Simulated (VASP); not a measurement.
Runs of VASP 6.6.1 on Sc3Al. The structure is that of space group Pm-3m (No. 221), or close to it. The cells are those of the table. 

| cell | further INCAR settings | gap on the mesh (eV) | pressure (GPa) |
| --- | --- | --- | --- |
| a = 4.309, b = 4.309, c = 4.506 Å, 4 atoms | ALGO = Fast; EDIFF = 1e-07; NBANDS = 26 | none | 0.2 |
| a = 4.309, b = 4.309, c = 4.440 Å, 4 atoms | ALGO = Fast; EDIFF = 1e-06; NBANDS = 26 | none | 1.2 |
| a = 4.309, b = 4.309, c = 4.375 Å, 4 atoms | ALGO = Fast; EDIFF = 1e-06; NBANDS = 26 | none | (a) |
| a = 4.375, b = 4.375, c = 4.309 Å, 4 atoms | ALGO = Fast; EDIFF = 1e-06; NBANDS = 26 | none | 1.2 |

Alike in all rows: task single point; level PBEsol; potentials or basis VASP PAW PBE potentials, release 64 (Sc_sv, Al); no spin polarisation; k mesh 12 × 12 × 12; cutoff (eV) 520; smearing gaussian 0.15 eV.

Problem. Fill in the values left out.

Solution. (a) 2.3.

Caveats: the PAW data sets were made with another functional, which shifts forces and pressure a little.

A gap of «none» marks levels without a gap at the run's occupations.
